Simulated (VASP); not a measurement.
# C in VASP: notebook, part 2 of 2

VASP 6.6.1. Earlier steps stand in the parts before.

## Step 4: Single point, PBE+D3(BJ)

This run uses another cell than the first one, of 8.71 Å³/atom, 0.882 times its volume.

Contents of INCAR:

```
  ALGO = Normal
  EDIFF = 1E-6
  ENCUT = 520
  GGA = PE
  ISIF = 2
  ISMEAR = 0
  IVDW = 12
  LASPH = True
  LCHARG = True
  LELF = True
  LREAL = False
  LVHAR = True
  LWAVE = False
  NBANDS = 11
  NELM = 100
  PREC = Accurate
  SIGMA = 0.15
```

Contents of KPOINTS:

```
k-points
0
Gamma
  21 21 12
```

Contents of POSCAR:

```
C
1.0
    2.4030435525      0.0000000000      0.0000000000
   -1.2015217762      2.0810967628      0.0000000000
    0.0000000000      0.0000000000      3.4826705289
C
2
Direct
    0.3192782444      0.6385564889      0.0000000000
    0.6807217556      0.3614435111      0.0000000000
```

Potentials or basis: VASP PAW PBE potentials, release 64 (C).

Command:

```bash
$ cat potpaw_PBE.64/C/POTCAR > POTCAR
$ mpirun -np 1 vasp_std > vasp.out
```

OUTCAR:

```text
EDIFF = 1E-6
   ENCUT = 520
   GGA = PE
   ISIF = 2
   ISMEAR = 0
   IVDW = 12
   LASPH = True
   LREAL = False
   NELM = 100
   PREC = Accurate
 IVDW          = 12

 ion  position               nearest neighbor table
   1  0.319  0.639  0.000-   2 1.33   2 1.33   2 1.50
   2  0.681  0.361  0.000-   1 1.33   1 1.33   1 1.50

  LATTYP: Found a hexagonal cell.
 ALAT       =     2.4030435525
 C/A-ratio  =     1.4492748270

  Lattice vectors:

 A1 = (   2.4030435525,   0.0000000000,   0.0000000000)
 A2 = (  -1.2015217762,   2.0810967628,   0.0000000000)
 A3 = (   0.0000000000,   0.0000000000,   3.4826705289)

Analysis of symmetry for initial positions (statically):
=====================================================================
 Subroutine PRICEL returns:
 Original cell was already a primitive cell.

 Routine SETGRP: Setting up the symmetry group for a
 hexagonal supercell.

 Subroutine GETGRP returns: Found  8 space group operations
 (whereof  8 operations were pure point group operations)
 out of a pool of 24 trial point group operations.

The static configuration has the point symmetry D_2h.

Analysis of symmetry for dynamics (positions and initial velocities):
=====================================================================
 Subroutine PRICEL returns:
 Original cell was already a primitive cell.

 Routine SETGRP: Setting up the symmetry group for a
 hexagonal supercell.

 Subroutine GETGRP returns: Found  8 space group operations
 (whereof  8 operations were pure point group operations)
 out of a pool of 24 trial point group operations.

The dynamic configuration has the point symmetry D_2h.

 Subroutine INISYM returns: Found  8 space group operations
 (whereof  8 operations are pure point group operations),
 and found     1 'primitive' translations

----------------------------------------------------------------------------------------

                                     Primitive cell

  volume of cell :      17.4167

  direct lattice vectors                    reciprocal lattice vectors
     2.403043552  0.000000000  0.000000000     0.416138941  0.240257930  0.000000000
    -1.201521776  2.081096763  0.000000000     0.000000000  0.480515860  0.000000000
     0.000000000  0.000000000  3.482670529     0.000000000  0.000000000  0.287135976

  length of vectors
     2.403043552  2.403043552  3.482670529     0.480515860  0.480515860  0.287135976

  position of ions in fractional coordinates (direct lattice)
     0.319278244  0.638556489  0.000000000
     0.680721756  0.361443511  0.000000000

  ion indices of the primitive-cell ions
   primitive index   ion index
                 1           1
                 2           2

----------------------------------------------------------------------------------------

 KPOINTS: k-points

Automatic generation of k-mesh.
 Grid dimensions read from file:
 generate k-points for:   21   21   12
[... 21 lines left out ...]
  0.000000  0.000000  0.000000      1.000000
  0.047619  0.000000  0.000000      4.000000
  0.000000  0.047619  0.000000      2.000000
  0.095238  0.000000  0.000000      4.000000
  0.000000  0.095238  0.000000      2.000000
  0.142857 -0.000000  0.000000      4.000000
[... 16 lines left out ...]
 -0.095238  0.047619  0.000000      2.000000
  0.095238  0.047619  0.000000      4.000000
 [... further k-points ...]
   k-points           NKPTS =    847   k-points in BZ     NKDIM =    847   number of bands    NBANDS=     11
   number of dos      NEDOS =    301   number of ions     NIONS =      2
   total plane-waves  NPLWV =   9072
   dimension x,y,z NGX =    18 NGY =   18 NGZ =   28
   dimension x,y,z NGXF=    36 NGYF=   36 NGZF=   56
   ions per type =               2
   NGX,Y,Z   is equivalent  to a cutoff of  12.45, 12.45, 13.37 a.u.
   NGXF,Y,Z  is equivalent  to a cutoff of  24.91, 24.91, 26.73 a.u.
 SYSTEM =  unknown system
   PREC   = accura    normal or accurate (medium, high low for compatibility)
   ISTART =      0    job   : 0-new  1-cont  2-samecut
   ICHARG =      2    charge: 1-file 2-atom 10-const
   ISPIN  =      1    spin polarized calculation?
   LNONCOLLINEAR =      F non collinear calculations
   LSORBIT =      F    spin-orbit coupling
   LASPH  =      T    aspherical Exc in radial PAW
   ENCUT  =  520.0 eV  38.22 Ry    6.18 a.u.   4.47  4.47  6.48*2*pi/ulx,y,z
   NELM   =    100;   NELMIN=  2; NELMDL= -5     # of ELM steps
   EDIFF  = 0.1E-05   stopping-criterion for ELM
   LREAL  =      F    real-space projection
   EDIFFG = 0.1E-04   stopping-criterion for IOM
   NSW    =      0    number of steps for IOM
   IBRION =     -1    ionic relax: 0-MD 1-quasi-New 2-CG
   NFREE  =      0    steps in history (QN), initial steepest desc. (CG)
   ISIF   =      2    stress and relaxation
   ISYM   =      2    0-nonsym 1-usesym 2-fastsym
   POTIM  = 0.5000    time-step for ionic-motion
   TEBEG  =    0.0;   TEEND  =   0.0 temperature during run
   PSTRESS=    0.0 pullay stress
   NELECT =       8.0000    total number of electrons
   NUPDOWN=      -1.0000    fix difference up-down
   EMIN   =  10.00;   EMAX   =-10.00  energy-range for DOS
   EFERMI =   0.00;   METHOD = LEGACY
   ISMEAR =     0;   SIGMA  =   0.15  broadening in eV -4-tet -1-fermi 0-gaus
   EFERMI_NEDOS =   21; number of points for ismear=-14 and -15
   IALGO  =     38    algorithm
   IMIX   =      4    mixing-type and parameters
     AMIX     =   0.40;   BMIX     =  1.00
     AMIX_MAG =   1.60;   BMIX_MAG =  1.00
  volume/ion in A,a.u.               =       8.71        58.77
  Fermi-wavevector in a.u.,A,eV,Ry     =   1.263134  2.386977 21.708194  1.595507
  Thomas-Fermi vector in A             =   2.396506
   LORBIT       =      0    0 simple, 1 ext, 2 COOP (PROOUT), +10 PAW based schemes
   GGA     = PE    functional components
   LHFCALC =     F    Hartree Fock is set to
   AEXX    =    0.0000 exact exchange contribution
   IVDW    =    12    specifies the selected vdW correction
   LEPSILON=     F    determine dielectric tensor
   LRPA    =     F    only Hartree local field effects (RPA)
 non-spin polarized calculation
 Gauss-broadening in eV      SIGMA  =   0.15
  energy-cutoff  :      520.00
  volume of cell :       17.42
 maximum number of plane-waves:       487
 NGX is ok and might be reduce to    18

 number of electron       8.0000000 magnetization

 Free energy of the ion-electron system (eV)
  ---------------------------------------------------
  ext. energy  EPLUGINS =         0.00000000
  ---------------------------------------------------
  free energy    TOTEN  =       -17.92171548 eV

  energy without entropy =      -17.92135364  energy(sigma->0) =      -17.92153456

 E-fermi :   4.7401     XC(G=0): -10.1917

 val. band max:        4.7015254593   @ k =   0.3810   0.3333   0.1667
 cond. band min:       4.7652397088   @ k =   0.3810   0.3333   0.3333
 fundamental gap:      0.0637142495
 Fermi energy:         4.7400762258

 k-point     1 :       0.0000    0.0000    0.0000
  band No.  band energies     occupation
      1     -15.4281      2.00000
      2      -2.5252      2.00000
      3       0.0191      2.00000
      4       3.8393      2.00000
      5       8.5424      0.00000
      6      11.2484      0.00000
      7      16.0900      0.00000
      8      17.4920      0.00000
      9      19.0145      0.00000
     10      27.8798      0.00000
     11      29.3237      0.00000
[... 309 lines left out ...]
 k-point    24 :       0.0952    0.0476    0.0000
  band No.  band energies     occupation
      1     -15.0349      2.00000
      2      -2.0685      2.00000
      3      -0.8427      2.00000
      4       2.3252      2.00000
      5       9.0067      0.00000
      6      12.2086      0.00000
      7      16.1956      0.00000
      8      17.0243      0.00000
      9      19.6014      0.00000
     10      28.3862      0.00000
     11      29.0128      0.00000

 [... further k-points ...]

------------------------ aborting loop because EDIFF is reached ----------------------------------------

 Edisp (eV)   -0.29524

 E8    (eV) :    -0.0832

  FORCE on cell =-STRESS in cart. coord.  units (eV):
  Direction    XX          YY          ZZ          XY          YZ          ZX
  --------------------------------------------------------------------------------------
  -------------------------------------------------------------------------------------
  Total       7.05017     2.96656     0.04972     0.00000     0.00000     0.00000
  in kB     648.55101   272.89584     4.57353     0.00000     0.00000     0.00000
  external pressure =      308.67 kB  Pullay stress =        0.00 kB

 VOLUME and BASIS-vectors are now :
 -----------------------------------------------------------------------------
  energy-cutoff  :      520.00
  volume of cell :       17.42
      direct lattice vectors                 reciprocal lattice vectors
     2.403043552  0.000000000  0.000000000     0.416138941  0.240257930  0.000000000
    -1.201521776  2.081096763  0.000000000     0.000000000  0.480515860  0.000000000
     0.000000000  0.000000000  3.482670529     0.000000000  0.000000000  0.287135976

 POSITION                                       TOTAL-FORCE (eV/Angst)
 -----------------------------------------------------------------------------------
     -0.00000      1.32890      0.00000         0.000000      6.407218      0.000000
      1.20152      0.75220      0.00000        -0.000000     -6.407218     -0.000000
 -----------------------------------------------------------------------------------
    total drift:                               -0.000000      0.000000      0.000000

  FREE ENERGIE OF THE ION-ELECTRON SYSTEM (eV)
  ---------------------------------------------------
  free  energy   TOTEN  =       -18.2169537446 eV

  energy  without entropy=      -18.2165919091  energy(sigma->0) =      -18.21677283
```

OSZICAR:

```text
N       E                     dE             d eps       ncg     rms          rms(c)
DAV:   1     0.620439857818E+01    0.62044E+01   -0.44737E+03 19173   0.659E+02
DAV:   2    -0.189405794916E+02   -0.25145E+02   -0.23951E+02 24566   0.134E+02
DAV:   3    -0.195117151011E+02   -0.57114E+00   -0.56998E+00 23887   0.166E+01
DAV:   4    -0.195137577006E+02   -0.20426E-02   -0.20425E-02 21744   0.120E+00
DAV:   5    -0.195137661480E+02   -0.84475E-05   -0.84479E-05 23417   0.698E-02    0.714E+00
DAV:   6    -0.182990968647E+02    0.12147E+01   -0.97314E-01 21322   0.608E+00    0.415E+00
DAV:   7    -0.179160996509E+02    0.38300E+00   -0.11240E+00 21846   0.654E+00    0.124E+00
DAV:   8    -0.179221291375E+02   -0.60295E-02   -0.31913E-02 20627   0.116E+00    0.158E-01
DAV:   9    -0.179216025953E+02    0.52654E-03   -0.11350E-03 21939   0.218E-01    0.730E-02
DAV:  10    -0.179217069474E+02   -0.10435E-03   -0.22084E-04 20722   0.105E-01    0.392E-02
DAV:  11    -0.179217150158E+02   -0.80684E-05   -0.15360E-05 21709   0.251E-02    0.374E-03
DAV:  12    -0.179217154794E+02   -0.46356E-06   -0.89594E-07 20998   0.727E-03
   1 F= -.18216954E+02 E0= -.18216773E+02  d E =-.361835E-03
```

stdout:

```text
POSCAR found type information on POSCAR C
 POSCAR found :  1 types and       2 ions
 scaLAPACK will be used
 LDA part: xc-table for (Slater+PW92), standard interpolation
 POSCAR, INCAR and KPOINTS ok, starting setup
 FFT: planning ... GRIDC
 FFT: planning ... GRID_SOFT
 FFT: planning ... GRID
 WAVECAR not read
 entering main loop
```

Wall time 54 s (1 thread of Intel Xeon 6975P-C (Granite Rapids), shared host); peak memory 0.24 GiB.

What came out:

| Property | Result |
| --- | --- |
| Free energy | -18.2170 eV |
| Pressure | 30.9 GPa |
| Largest force | 6.407 eV/Å |
| Band gap on the k mesh | zero (band 4 reaches 4.99 eV, above the bottom of band 5 at 4.53 eV) |
| Dispersion energy per atom | -0.148 eV |

Forces on the atoms (eV/Å):
```
C    0.000  6.407  0.000
C    0.000 -6.407  0.000
```

Caveat: forces of over 1 eV/Å act on the atoms, so gaps and moduli don't describe the material at rest.

## Step 5: Single point, PBE+D3(BJ)

This run uses another cell than the first one, of 8.71 Å³/atom, 0.882 times its volume.

Contents of INCAR:

```
PREC = Accurate
ENCUT = 520
EDIFF = 1E-6
ISMEAR = 0
SIGMA = 0.15
LREAL = False
LASPH = True
NELM = 100
ALGO = Normal
ISIF = 2
LWAVE = False
LCHARG = True
GGA = PE
IVDW = 12
LELF = True
LVHAR = True
NBANDS = 11
```

Contents of KPOINTS:

```
Automatic mesh
0
Gamma
  21 21 12
```

Contents of POSCAR:

```
C
1.0
    2.4030435525      0.0000000000      0.0000000000
   -1.2015217762      2.0810967628      0.0000000000
    0.0000000000      0.0000000000      3.4826705289
C
2
Direct
    0.3380183630      0.6760367259      0.0000000000
    0.6619816370      0.3239632741      0.0000000000
```

Command:

```bash
$ cat potpaw_PBE.64/C/POTCAR > POTCAR
$ mpirun -np 1 vasp_std > vasp.out
```

It took 52 s on 1 thread of Intel Xeon 6975P-C (Granite Rapids), shared host; peak memory 0.24 GiB.

Results (log left out):

- Free energy: -18.5640 eV
- Pressure: 25.6 GPa
- Largest force: 2.668 eV/Å
- Band gap on the k mesh: zero (band 4 reaches 5.07 eV, above the bottom of band 5 at 4.61 eV)
- Dispersion energy per atom: -0.148 eV

Forces in eV/Å, atoms in the order of the input:
```
C    0.000 -2.668  0.000
C    0.000  2.668  0.000
```

Stress tensor (GPa, compression positive):
```
31.10  0.00  0.00
 0.00 44.99  0.00
 0.00  0.00  0.61
```

Levels at points of the mesh, in eV from the Fermi level:
```tsv
k point	band 1	band 2	band 3	band 4	band 5	band 6	band 7	band 8	band 9
(0.00, 0.00, 0.00)	-20.24	-7.31	-3.60	-2.36	3.70	8.02	9.61	12.58	14.17
(0.00, 0.00, 0.50)	-20.03	-8.89	-3.58	-2.33	8.08	9.44	9.69	12.28	14.49
```

Caveat: forces of over 1 eV/Å act on the atoms, so gaps and moduli don't describe the material at rest.

## Step 6: Single point, PBE+D3(BJ)

This run uses another cell than the first one, of 8.71 Å³/atom, 0.882 times its volume.

Changes to INCAR since step 5:

```diff
@@ -11,7 +11,5 @@
 LWAVE = False
-LCHARG = True
+LCHARG = False
 GGA = PE
 IVDW = 12
-LELF = True
-LVHAR = True
 NBANDS = 11
```

Contents of KPOINTS:

```
regular mesh
0
Gamma
  21 21 12
```

Contents of POSCAR:

```
C
1.0
    2.4030435525      0.0000000000      0.0000000000
   -1.2015217762      2.0810967628      0.0000000000
    0.0000000000      0.0000000000      3.4826705289
C
2
Direct
    0.3286483037      0.6572966074      0.0000000000
    0.6713516963      0.3427033926      0.0000000000
```

Potentials or basis: VASP PAW PBE potentials, release 64 (C).

Command:

```bash
$ cat potpaw_PBE.64/C/POTCAR > POTCAR
$ mpirun -np 1 vasp_std > vasp.out
```

It took 51 s on 1 thread of Intel Xeon 6975P-C (Granite Rapids), shared host; peak memory 0.24 GiB.

Results (log left out):

```
Free energy                : -18.5673 eV
Pressure                   : 25.5 GPa
Largest force              : 2.410 eV/Å
Band gap on the k mesh     : zero (band 4 reaches 5.09 eV, above the bottom of band 5 at 4.59 eV)
Dispersion energy per atom : -0.148 eV
```

Forces on the atoms (eV/Å):
```
C    0.000  2.410  0.000
C    0.000 -2.410  0.000
```

Stress tensor (GPa, compression positive):
```
44.49  0.00  0.00
 0.00 31.38  0.00
 0.00  0.00  0.61
```

Levels at points of the mesh, in eV from the Fermi level:
```csv
k point,band 2,band 3,band 4,band 5,band 6,band 7
"(0.00, 0.00, 0.00)",-7.31,-3.61,-2.35,3.70,8.01,9.63
"(0.00, 0.00, 0.50)",-8.89,-3.59,-2.33,8.07,9.44,9.70
```

Caveat: forces of over 1 eV/Å act on the atoms, so gaps and moduli don't describe the material at rest.

## Step 7: The runs side by side

```csv
cell,gap on the mesh (eV),pressure (GPa)
"a = 2.506, b = 2.506, c = 3.632 Å, angles 90.0, 90.0, 120.0°, 2 atoms",none,-12.0
"a = 2.526, b = 2.526, c = 3.661 Å, angles 90.0, 90.0, 120.0°, 2 atoms",none,-17.2
"a = 2.403, b = 2.403, c = 3.483 Å, angles 90.0, 90.0, 120.0°, 2 atoms",none,25.5
```

Some of these runs hold the atoms at other places in the same cell, which the table doesn't show; runs alike in all that it shows share one row.

Alike in all rows: task single point; level PBE+D3(BJ); potentials or basis VASP PAW PBE potentials, release 64 (C); no spin polarisation; k mesh 21 × 21 × 12; cutoff (eV) 520; smearing gaussian 0.15 eV.

Caveats: forces of over 1 eV/Å act on the atoms, so gaps and moduli don't describe the material at rest (some runs).

Absolute energies hang on the potentials; compare differences alone.
